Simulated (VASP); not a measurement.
# Nb (I4/mmm) in VASP: a series of runs, part 2 of 2

VASP 6.6.1. Earlier steps stand in the parts before.

### Step 3. Single point, r2SCAN (strain +0.1000 x Voigt [1, 0, 0, 0, 0, 0])

POSCAR reads:

```
Nb
1.0
    0.0000000000      2.1150000000      2.1150000000
    2.3265000000      0.0000000000      2.1150000000
    2.3265000000      2.1150000000      0.0000000000
Nb
1
Direct
    0.0000000000      0.0000000000      0.0000000000
```

INCAR.step1 reads:

```
SYSTEM = Nb
ALGO     = Normal         ! electronic algorithm
EDIFF    = 1E-4           ! SCF threshold, eV
ENCUT    = 520            ! plane-wave cutoff, eV
GGA      = PE             ! functional
ISMEAR   = 0              ! smearing method
LASPH    = .TRUE.         ! aspherical terms in the spheres
LCHARG   = .FALSE.        ! write CHGCAR
LREAL    = .FALSE.        ! projectors in reciprocal space
LWAVE    = .TRUE.         ! write WAVECAR
NBANDS   = 12             ! bands
NELM     = 80             ! most SCF steps
PREC     = Accurate       ! precision mode
SIGMA    = 0.15           ! smearing width, eV
```

INCAR.step2 reads:

```
SYSTEM = Nb
ALGO     = Normal         ! electronic algorithm
EDIFF    = 1E-6           ! SCF threshold, eV
ENCUT    = 520            ! plane-wave cutoff, eV
ISIF     = 2              ! what is computed and relaxed
ISMEAR   = 0              ! smearing method
ISTART   = 1            
LASPH    = .TRUE.         ! aspherical terms in the spheres
LCHARG   = .TRUE.         ! write CHGCAR
LELF     = .TRUE.         ! ELF
LMIXTAU  = .TRUE.       
LREAL    = .FALSE.        ! projectors in reciprocal space
LVHAR    = .TRUE.       
LWAVE    = .FALSE.        ! write WAVECAR
METAGGA  = R2SCAN         ! meta-GGA
NBANDS   = 12             ! bands
NELM     = 80             ! most SCF steps
PREC     = Accurate       ! precision mode
SIGMA    = 0.15           ! smearing width, eV
```

KPOINTS reads:

```
k-points
0
G
  20 20 20
  0 0 0
```

Potentials or basis: VASP PAW PBE potentials, release 64 (Nb_sv).

Run with:

```sh
$ cat potpaw_PBE.64/Nb_sv/POTCAR > POTCAR
$ cp INCAR.step1 INCAR
$ mpirun -np 1 vasp_std > vasp.out
$ cp INCAR.step2 INCAR
$ mpirun -np 1 vasp_std > vasp.out
```

OUTCAR:

```text
SYSTEM = Nb
   EDIFF = 1E-6
   ENCUT = 520
   ISIF = 2
   ISMEAR = 0
   ISTART = 1
   LASPH = .TRUE.
   LREAL = .FALSE.
   METAGGA = R2SCAN
   NELM = 80
   PREC = Accurate

 ion  position               nearest neighbor table
   1  0.000  0.000  0.000-

  LATTYP: Found a body centered tetragonal cell.
 ALAT       =     2.9910616844
 C/A-ratio  =     1.5556349186

  Lattice vectors:

 A1 = (   2.3265000000,   0.0000000000,   2.1150000000)
 A2 = (   2.3265000000,   0.0000000000,  -2.1150000000)
 A3 = (  -2.3265000000,   2.1150000000,   0.0000000000)

Analysis of symmetry for initial positions (statically):
=====================================================================
 Subroutine PRICEL returns:
 Original cell was already a primitive cell.

 Routine SETGRP: Setting up the symmetry group for a
 body centered tetragonal supercell.

 Subroutine GETGRP returns: Found 16 space group operations
 (whereof 16 operations were pure point group operations)
 out of a pool of 16 trial point group operations.

The static configuration has the point symmetry D_4h.

Analysis of symmetry for dynamics (positions and initial velocities):
=====================================================================
 Subroutine PRICEL returns:
 Original cell was already a primitive cell.

 Routine SETGRP: Setting up the symmetry group for a
 body centered tetragonal supercell.

 Subroutine GETGRP returns: Found 16 space group operations
 (whereof 16 operations were pure point group operations)
 out of a pool of 16 trial point group operations.

The dynamic configuration has the point symmetry D_4h.

 Subroutine INISYM returns: Found 16 space group operations
 (whereof 16 operations are pure point group operations),
 and found     1 'primitive' translations

----------------------------------------------------------------------------------------

                                     Primitive cell

  volume of cell :      20.8139
[... 113 lines left out ...]
   LHFCALC =     F    Hartree Fock is set to
   AEXX    =    0.0000 exact exchange contribution
   IVDW    =     0    specifies the selected vdW correction
   LEPSILON=     F    determine dielectric tensor
   LRPA    =     F    only Hartree local field effects (RPA)
 non-spin polarized calculation
 Gauss-broadening in eV      SIGMA  =   0.15
  energy-cutoff  :      520.00
  volume of cell :       20.81
 maximum number of plane-waves:       580
   NGX = 11   NGY = 11   NGZ = 11

 number of electron      13.0000001 magnetization

 Free energy of the ion-electron system (eV)
  ---------------------------------------------------
  ext. energy  EPLUGINS =         0.00000000
  ---------------------------------------------------
  free energy    TOTEN  =       -24.46824820 eV

  energy without entropy =      -24.45099786  energy(sigma->0) =      -24.45962303

 E-fermi :   9.5186     XC(G=0): -12.7996

 val. band max:        9.5102748689   @ k =  -0.0500   0.2500   0.2500
 cond. band min:       9.5200571451   @ k =  -0.4000   0.2500   0.0000
 fundamental gap:      0.0097822762
 Fermi energy:         9.5185505694

 k-point     1 :       0.0000    0.0000    0.0000
  band No.  band energies     occupation
      1     -47.1794      2.00000
      2     -22.0156      2.00000
      3     -21.9583      2.00000
      4     -21.9583      2.00000
      5       3.2483      2.00000
      6       9.0398      1.99999
      7      10.2275      0.00000
      8      10.2275      0.00000
      9      11.4091      0.00000
     10      12.9436      0.00000
     11      21.8348      0.00000
     12      24.8138      0.00000
[... 331 lines left out ...]
 k-point    24 :      -0.3500    0.0500    0.0000
  band No.  band energies     occupation
      1     -47.0611      2.00000
      2     -22.7388      2.00000
      3     -22.1476      2.00000
      4     -22.0281      2.00000
      5       5.8887      2.00000
      6       9.2585      1.98579
      7       9.4690      1.35975
      8      10.4503      0.00000
      9      12.9540      0.00000
     10      13.5301      0.00000
     11      20.5685      0.00000
     12      22.6794      0.00000

 [... further k-points ...]

------------------------ aborting loop because EDIFF is reached ----------------------------------------

  FORCE on cell =-STRESS in cart. coord.  units (eV):
  Direction    XX          YY          ZZ          XY          YZ          ZX
  --------------------------------------------------------------------------------------
  -------------------------------------------------------------------------------------
  Total       -1.0994867     -2.5848791     -2.5848791      0.0000000      0.0000000     -0.0000000
  in kB      -84.6343687   -198.9743187   -198.9743187      0.0000000      0.0000000     -0.0000000
  external PRESSURE =    -160.8610020 kB  Pullay stress =       0.0000000 kB

 VOLUME and BASIS-vectors are now :
 -----------------------------------------------------------------------------
  energy-cutoff  :      520.00
  volume of cell :       20.81
      direct lattice vectors                 reciprocal lattice vectors
     0.000000000  2.115000000  2.115000000    -0.214915109  0.236406619  0.236406619
     2.326500000  0.000000000  2.115000000     0.214915109 -0.236406619  0.236406619
     2.326500000  2.115000000  0.000000000     0.214915109  0.236406619 -0.236406619

 POSITION                                       TOTAL-FORCE (eV/Angst)
 -----------------------------------------------------------------------------------
      0.00000      0.00000      0.00000         0.000000      0.000000      0.000000
 -----------------------------------------------------------------------------------
    total drift:                                0.000000      0.000000      0.000000

  FREE ENERGIE OF THE ION-ELECTRON SYSTEM (eV)
  ---------------------------------------------------
  free  energy   TOTEN  =       -24.4682482009 eV

  energy  without entropy=      -24.4509978557  energy(sigma->0) =      -24.45962303
```

It took 11 min on 1 thread of Intel Xeon 8259CL, shared host; peak memory 0.27 GiB.

Results:

```
Free energy            : -24.4682 eV
Pressure               : -16.1 GPa
Band gap on the k mesh : zero (an odd number of electrons rules out a gap without spin polarisation)
```

Levels at points of the mesh, in eV from the Fermi level:
```csv
k point,band 2,band 3,band 4,band 5,band 6,band 7,band 8,band 9,band 10,band 11
"(0.00, 0.00, 0.00)",-31.53,-31.48,-31.48,-6.27,-0.48,0.71,0.71,1.89,3.43,12.32
"(0.50, 0.00, 0.00)",-32.42,-31.69,-31.54,-3.59,-0.40,0.78,1.00,4.17,4.58,9.76
"(0.50, 0.50, 0.00)",-32.36,-31.96,-31.79,-3.59,-2.92,3.70,4.25,4.28,5.31,10.15
"(0.00, 0.50, 0.50)",-32.34,-31.71,-31.71,-3.65,-2.91,2.06,4.59,4.79,4.79,11.09
```

Caveat: the cell differs from its parent crystal (strain +0.1000 x Voigt [1, 0, 0, 0, 0, 0]); the cell stands under tension; the PAW data sets were made with another functional, which shifts forces and pressure a little.
